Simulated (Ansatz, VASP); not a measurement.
BeS: VASP beside Ansatz

```
CELL_PARAMETERS angstrom
0.00000 2.42500 2.42500
2.42500 0.00000 2.42500
2.42500 2.42500 0.00000
ATOMIC_POSITIONS crystal
Be 0.00000 0.00000 0.00000
S 0.75000 0.75000 0.75000
```

Alike in both runs: task electric field gradients; functional r2SCAN; k mesh 9 × 9 × 9; occupations fermi-dirac, width 0.02 eV; no spin polarisation.

|  | VASP | Ansatz |
| --- | --- | --- |
| version | VASP 6.6.1 | Ansatz 0.2.0 |
| potentials or method | VASP PAW PBE potentials, release 64 (Be, S) | PAW with Ansatz's default frozen-core files, scalar-relativistic |
| plane-wave cutoff (eV) | 520 | 500 |
| valence electrons in the cell | 8 | 8 |

|  | VASP | Ansatz | Ansatz less VASP |
| --- | --- | --- | --- |
| gap on the k mesh at the Fermi level (eV) | 3.67 | 3.66 | -0.010 |
| pressure (GPa) | 1.4 | 1.1 | -0.28 |

VASP's potentials were made for PBE, not for r2SCAN.
